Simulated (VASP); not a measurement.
A run of VASP 6.6.1:

The input INCAR:

```
ALGO = Normal
EDIFF = 1E-6
ENCUT = 520
GGA = PE
ISIF = 2
ISMEAR = 0
LASPH = True
LCHARG = False
LREAL = False
LWAVE = False
NBANDS = 39
NELM = 100
PREC = Accurate
SIGMA = 0.01
```

KPOINTS

```
k-points
0
Gamma
  12 12 2
```

The input POSCAR:

```
GeSb4Te4
1.0
    4.3299846501      0.0000000000      0.0000000000
   -2.1649923250      3.7498767050      0.0000000000
    0.0000000000      0.0000000000     17.6486093019
Ge Sb Te
1 4 4
Direct
    0.0000000000      0.0000000000      0.0000000000
    0.3333333333      0.6666666667      0.5440991990
    0.6666666667      0.3333333333      0.4559008010
    0.6666666667      0.3333333333      0.7907683509
    0.3333333333      0.6666666667      0.2092316491
    0.3333333333      0.6666666667      0.9045184789
    0.6666666667      0.3333333333      0.0954815211
    0.0000000000      0.0000000000      0.6939667137
    0.0000000000      0.0000000000      0.3060332863
```

Potentials or basis: VASP PAW PBE potentials, release 64 (Ge_d, Sb, Te).

Command:

```sh
$ cat potpaw_PBE.64/Ge_d/POTCAR potpaw_PBE.64/Sb/POTCAR potpaw_PBE.64/Te/POTCAR > POTCAR
$ mpirun -np 1 vasp_std > vasp.out
```

Hardware: 1 thread of Oxide Virtual Turin-like Processor, on a shared host.

Estimate the wall time of this run.

Run time: 7.3 min on 1 thread of Oxide Virtual Turin-like Processor, with other jobs on the host, peak memory 0.59 GiB. Counts: scf iterations 15, k points 38.
